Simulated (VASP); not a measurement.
# SiC (v.bA) (F-43m) in VASP: a series of runs

The runs below take SiC (v.bA) through single point, relaxation of cell and atoms, with PBE.

Everything below comes from runs of VASP 6.6.1. Logs are shortened: lines on timing, memory, paths and dates and some standing lists are left out, and cuts for length are marked.

**1. The cell of the first run**

The structure is cubic, space group F-43m (No. 216). Conventional cell: a = 4.360 Å, b = 4.360 Å, c = 4.360 Å, α = 90.00°, β = 90.00°, γ = 90.00°. Si (site symmetry -43m) has 4 C at 1.89 Å within 2.5 Å. Within 2.5 Å of C (site symmetry -43m) lie 4 Si at 1.89 Å.

**2. Single point, PBE**

File INCAR:

```
SYSTEM = SiC
PREC = Accurate
ENCUT = 600
EDIFF = 1E-6
ISMEAR = 0
SIGMA = 0.1
LREAL = .False.
LASPH = .True.
NELM = 120
ALGO = Normal
ISIF = 2
LWAVE = .False.
LCHARG = .False.
GGA = PE
NBANDS = 11
GGA_COMPAT = .False.
```

File KPOINTS:

```
Automatic mesh
0
Gamma
  8 8 8
  0 0 0
```

File POSCAR:

```
SiC
1.0
    0.0000000000      2.1800000000      2.1800000000
    2.1800000000      0.0000000000      2.1800000000
    2.1800000000      2.1800000000      0.0000000000
Si C
1 1
Direct
    0.0000000000      0.0000000000      0.0000000000
    0.2500000000      0.2500000000      0.2500000000
```

Potentials or basis: VASP PAW PBE potentials, release 64 (Si, C).

Launch:

```
cat potpaw_PBE.64/Si/POTCAR potpaw_PBE.64/C/POTCAR > POTCAR
mpirun -np 1 vasp_std > vasp.out
```

OUTCAR:

```text
SYSTEM = SiC
   PREC = Accurate
   ENCUT = 600
   EDIFF = 1E-6
   ISMEAR = 0
   LREAL = .False.
   LASPH = .True.
   NELM = 120
   ISIF = 2
   GGA = PE

 ion  position               nearest neighbor table
   1  0.000  0.000  0.000-   2 1.89   2 1.89   2 1.89   2 1.89
   2  0.250  0.250  0.250-   1 1.89   1 1.89   1 1.89   1 1.89

  LATTYP: Found a face centered cubic cell.
 ALAT       =     4.3600000000

  Lattice vectors:

 A1 = (   0.0000000000,   2.1800000000,   2.1800000000)
 A2 = (   2.1800000000,   0.0000000000,   2.1800000000)
 A3 = (   2.1800000000,   2.1800000000,   0.0000000000)

Analysis of symmetry for initial positions (statically):
=====================================================================
 Subroutine PRICEL returns:
 Original cell was already a primitive cell.

 Routine SETGRP: Setting up the symmetry group for a
 face centered cubic supercell.

 Subroutine GETGRP returns: Found 24 space group operations
 (whereof 24 operations were pure point group operations)
 out of a pool of 48 trial point group operations.

The static configuration has the point symmetry T_d .

Analysis of symmetry for dynamics (positions and initial velocities):
=====================================================================
 Subroutine PRICEL returns:
 Original cell was already a primitive cell.

 Routine SETGRP: Setting up the symmetry group for a
 face centered cubic supercell.

 Subroutine GETGRP returns: Found 24 space group operations
 (whereof 24 operations were pure point group operations)
 out of a pool of 48 trial point group operations.

The dynamic configuration has the point symmetry T_d .

 Subroutine INISYM returns: Found 24 space group operations
 (whereof 24 operations are pure point group operations),
 and found     1 'primitive' translations

----------------------------------------------------------------------------------------

                                     Primitive cell

  volume of cell :      20.7205

  direct lattice vectors                    reciprocal lattice vectors
     0.000000000  2.180000000  2.180000000    -0.229357798  0.229357798  0.229357798
     2.180000000  0.000000000  2.180000000     0.229357798 -0.229357798  0.229357798
     2.180000000  2.180000000  0.000000000     0.229357798  0.229357798 -0.229357798

  length of vectors
     3.082985566  3.082985566  3.082985566     0.397259360  0.397259360  0.397259360

  position of ions in fractional coordinates (direct lattice)
     0.000000000  0.000000000  0.000000000
     0.250000000  0.250000000  0.250000000

  ion indices of the primitive-cell ions
   primitive index   ion index
                 1           1
                 2           2

----------------------------------------------------------------------------------------

 KPOINTS: Automatic mesh

Automatic generation of k-mesh.
 Grid dimensions read from file:
 generate k-points for:    8    8    8

 Generating k-lattice:

  Cartesian coordinates                     Fractional coordinates (reciprocal lattice)
    -0.028669725  0.028669725  0.028669725     0.125000000  0.000000000  0.000000000
     0.028669725 -0.028669725  0.028669725     0.000000000  0.125000000  0.000000000
     0.028669725  0.028669725 -0.028669725     0.000000000  0.000000000  0.125000000

  Length of vectors
     0.049657420  0.049657420  0.049657420

  Shift w.r.t. Gamma in fractional coordinates (k-lattice)
     0.000000000  0.000000000  0.000000000

 Subroutine IBZKPT returns following result:
 ===========================================

 Found     29 irreducible k-points:

 Following reciprocal coordinates:
            Coordinates               Weight
  0.000000  0.000000  0.000000      1.000000
  0.125000  0.000000  0.000000      8.000000
  0.250000  0.000000  0.000000      8.000000
  0.375000  0.000000  0.000000      8.000000
  0.500000  0.000000  0.000000      4.000000
  0.125000  0.125000  0.000000      6.000000
[... 16 lines left out ...]
  0.500000  0.250000  0.125000     48.000000
 -0.375000  0.250000  0.125000     24.000000
 [... further k-points ...]
   k-points           NKPTS =     29   k-points in BZ     NKDIM =     29   number of bands    NBANDS=     11
   number of dos      NEDOS =    301   number of ions     NIONS =      2
   total plane-waves  NPLWV =  21952
   dimension x,y,z NGX =    28 NGY =   28 NGZ =   28
   dimension x,y,z NGXF=    56 NGYF=   56 NGZF=   56
   ions per type =               1   1
   NGX,Y,Z   is equivalent  to a cutoff of  15.10, 15.10, 15.10 a.u.
   NGXF,Y,Z  is equivalent  to a cutoff of  30.20, 30.20, 30.20 a.u.
 SYSTEM =  SiC
   PREC   = accura    normal or accurate (medium, high low for compatibility)
   ISTART =      0    job   : 0-new  1-cont  2-samecut
   ICHARG =      2    charge: 1-file 2-atom 10-const
   ISPIN  =      1    spin polarized calculation?
   LNONCOLLINEAR =      F non collinear calculations
   LSORBIT =      F    spin-orbit coupling
   LASPH  =      T    aspherical Exc in radial PAW
   ENCUT  =  600.0 eV  44.10 Ry    6.64 a.u.   6.16  6.16  6.16*2*pi/ulx,y,z
   NELM   =    120;   NELMIN=  2; NELMDL= -5     # of ELM steps
   EDIFF  = 0.1E-05   stopping-criterion for ELM
   LREAL  =      F    real-space projection
[... 7 lines left out ...]
   TEBEG  =    0.0;   TEEND  =   0.0 temperature during run
   PSTRESS=    0.0 pullay stress
   NELECT =       8.0000    total number of electrons
   NUPDOWN=      -1.0000    fix difference up-down
   EMIN   =  10.00;   EMAX   =-10.00  energy-range for DOS
   EFERMI =   0.00;   METHOD = LEGACY
   ISMEAR =     0;   SIGMA  =   0.10  broadening in eV -4-tet -1-fermi 0-gaus
   EFERMI_NEDOS =   21; number of points for ismear=-14 and -15
   IALGO  =     38    algorithm
   IMIX   =      4    mixing-type and parameters
     AMIX     =   0.40;   BMIX     =  1.00
     AMIX_MAG =   1.60;   BMIX_MAG =  1.00
  volume/ion in A,a.u.               =      10.36        69.91
  Fermi-wavevector in a.u.,A,eV,Ry     =   1.192079  2.252702 19.334588  1.421052
  Thomas-Fermi vector in A             =   2.328126
   LORBIT       =      0    0 simple, 1 ext, 2 COOP (PROOUT), +10 PAW based schemes
   GGA     = PE    functional components
   LHFCALC =     F    Hartree Fock is set to
   AEXX    =    0.0000 exact exchange contribution
   IVDW    =     0    specifies the selected vdW correction
   LEPSILON=     F    determine dielectric tensor
   LRPA    =     F    only Hartree local field effects (RPA)
 non-spin polarized calculation
 Gauss-broadening in eV      SIGMA  =   0.10
  energy-cutoff  :      600.00
  volume of cell :       20.72
 maximum number of plane-waves:       701
 NGX is ok and might be reduce to    28
   NGX = 13   NGY = 13   NGZ = 13

 number of electron       8.0000000 magnetization

 Free energy of the ion-electron system (eV)
  ---------------------------------------------------
  ext. energy  EPLUGINS =         0.00000000
  ---------------------------------------------------
  free energy    TOTEN  =       -15.05863217 eV

  energy without entropy =      -15.05863217  energy(sigma->0) =      -15.05863217

 E-fermi :   8.6181     XC(G=0): -11.3499

 val. band max:        8.0918166245   @ k =   0.0000   0.0000   0.0000
 cond. band min:       9.4496116263   @ k =   0.5000   0.5000   0.0000
 fundamental gap:      1.3577950018
 Fermi energy:         8.6181418805

 k-point     1 :       0.0000    0.0000    0.0000
  band No.  band energies     occupation
      1      -7.3010      2.00000
      2       8.0918      2.00000
      3       8.0918      2.00000
      4       8.0918      2.00000
      5      14.3090      0.00000
      6      15.3895      0.00000
      7      15.3895      0.00000
      8      15.3895      0.00000
      9      22.5903      0.00000
     10      22.5903      0.00000
     11      24.5507      0.00000

 k-point     2 :       0.1250    0.0000    0.0000
  band No.  band energies     occupation
      1      -6.9966      2.00000
      2       6.6086      2.00000
      3       7.8910      2.00000
      4       7.8910      2.00000
      5      14.5510      0.00000
      6      15.7407      0.00000
      7      15.7407      0.00000
      8      15.9129      0.00000
      9      21.3728      0.00000
     10      21.3728      0.00000
     11      24.1396      0.00000

 k-point     3 :       0.2500    0.0000    0.0000
  band No.  band energies     occupation
      1      -6.1067      2.00000
      2       3.8028      2.00000
      3       7.4863      2.00000
      4       7.4863      2.00000
      5      14.0691      0.00000
      6      15.9917      0.00000
      7      15.9917      0.00000
      8      17.4320      0.00000
      9      21.2023      0.00000
     10      21.2023      0.00000
     11      23.2209      0.00000

 k-point     4 :       0.3750    0.0000    0.0000
  band No.  band energies     occupation
      1      -4.7543      2.00000
      2       1.0677      2.00000
      3       7.1593      2.00000
      4       7.1593      2.00000
      5      13.6555      0.00000
      6      15.5662      0.00000
      7      15.5662      0.00000
      8      18.1041      0.00000
      9      23.1892      0.00000
     10      23.1892      0.00000
     11      23.6114      0.00000
[... 239 lines left out ...]
 k-point    22 :       0.3750    0.2500    0.1250
  band No.  band energies     occupation
      1      -5.3334      2.00000
      2       3.6094      2.00000
      3       5.2372      2.00000
      4       6.8193      2.00000
      5      13.4532      0.00000
      6      15.7103      0.00000
      7      16.5504      0.00000
      8      18.1501      0.00000
      9      20.3218      0.00000
     10      24.0798      0.00000
     11      27.4997      0.00000

 k-point    23 :       0.5000    0.2500    0.1250
  band No.  band energies     occupation
      1      -4.0344      2.00000
      2       1.5839      2.00000
      3       4.4986      2.00000
      4       6.1717      2.00000
      5      13.3938      0.00000
      6      15.6755      0.00000
      7      17.2801      0.00000
      8      18.5318      0.00000
      9      21.4641      0.00000
     10      24.5747      0.00000
     11      27.4089      0.00000

 k-point    24 :      -0.3750    0.2500    0.1250
  band No.  band energies     occupation
      1      -3.0920      2.00000
      2       0.2716      2.00000
      3       4.3865      2.00000
      4       5.8362      2.00000
      5      13.3370      0.00000
      6      15.3580      0.00000
      7      18.2292      0.00000
      8      19.0804      0.00000
      9      21.5016      0.00000
     10      24.3020      0.00000
     11      27.4019      0.00000

 [... further k-points ...]
[... 5 lines left out ...]
  --------------------------------------------------------------------------------------
  -------------------------------------------------------------------------------------
  Total        0.3584408      0.3584408      0.3584408     -0.0000000      0.0000000      0.0000000
  in kB       27.7158719     27.7158719     27.7158719     -0.0000000      0.0000000      0.0000000
  external PRESSURE =      27.7158719 kB  Pullay stress =       0.0000000 kB

 VOLUME and BASIS-vectors are now :
 -----------------------------------------------------------------------------
  energy-cutoff  :      600.00
  volume of cell :       20.72
      direct lattice vectors                 reciprocal lattice vectors
     0.000000000  2.180000000  2.180000000    -0.229357798  0.229357798  0.229357798
     2.180000000  0.000000000  2.180000000     0.229357798 -0.229357798  0.229357798
     2.180000000  2.180000000  0.000000000     0.229357798  0.229357798 -0.229357798

 POSITION                                       TOTAL-FORCE (eV/Angst)
 -----------------------------------------------------------------------------------
      0.00000      0.00000      0.00000         0.000000     -0.000000      0.000000
      1.09000      1.09000      1.09000        -0.000000      0.000000     -0.000000
 -----------------------------------------------------------------------------------
    total drift:                               -0.000000     -0.000000     -0.000000

  FREE ENERGIE OF THE ION-ELECTRON SYSTEM (eV)
  ---------------------------------------------------
  free  energy   TOTEN  =       -15.0586321679 eV

  energy  without entropy=      -15.0586321679  energy(sigma->0) =      -15.05863217
```

It took 9.7 s on 1 thread of AMD EPYC 9R45 (Zen 5), shared host; peak memory 0.12 GiB.

Results:

```
Free energy            : -15.0586 eV
Pressure               : 2.8 GPa
Band gap on the k mesh : 1.36 eV, indirect (least direct gap 4.54 eV)
```

**3. Single point, PBE**

This run uses another cell than the first one, of 10.50 Å³/atom, 1.014 times its volume.

File INCAR:

```
SYSTEM = SiC
  PREC = Accurate
  ENCUT = 600
  EDIFF = 1E-6
  ISMEAR = 0
  SIGMA = 0.02
  LREAL = .FALSE.
  LASPH = .TRUE.
  NELM = 120
  ALGO = Normal
  ISIF = 2
  LWAVE = .FALSE.
  LCHARG = .FALSE.
  GGA = PE
  NBANDS = 11
  GGA_COMPAT = .FALSE.
```

File KPOINTS:

```
regular mesh
0
G
  10 10 10
  0 0 0
```

File POSCAR:

```
SiC
1.0
    0.0000000000      2.1898586794      2.1898586794
    2.1898586794      0.0000000000      2.1898586794
    2.1898586794      2.1898586794      0.0000000000
Si C
1 1
Direct
    0.0000000000      0.0000000000      0.0000000000
    0.2500000000      0.2500000000      0.2500000000
```

Potentials or basis: VASP PAW PBE potentials, release 64 (Si, C).

Launch:

```
cat potpaw_PBE.64/Si/POTCAR potpaw_PBE.64/C/POTCAR > POTCAR
mpirun -np 1 vasp_std > vasp.out
```

Run time: 13 s. Hardware: 1 thread of AMD EPYC 9R45 (Zen 5), shared host; peak memory 0.12 GiB.

The run converged. Its results:

| Item | Value |
| --- | --- |
| Free energy | -15.0622 eV |
| Pressure | -0.2 GPa |
| Band gap on the k mesh | 1.37 eV, indirect (least direct gap 4.53 eV) |

Levels at points of the mesh, in eV from the valence-band top:
| k point | band 1 | band 2 | band 3 | band 4 | band 5 | band 6 | band 7 | band 8 |
| --- | --- | --- | --- | --- | --- | --- | --- | --- |
| (0.00, 0.00, 0.00) | -15.29 | 0.00 | 0.00 | 0.00 | 6.06 | 7.21 | 7.21 | 7.21 |
| (0.50, 0.00, 0.00) | -11.78 | -8.45 | -1.05 | -1.05 | 5.30 | 7.17 | 7.17 | 9.97 |
| (0.50, 0.50, 0.00) | -10.34 | -7.75 | -3.16 | -3.16 | 1.37 | 4.27 | 13.86 | 13.86 |

(Continued in part 2 of 2.)
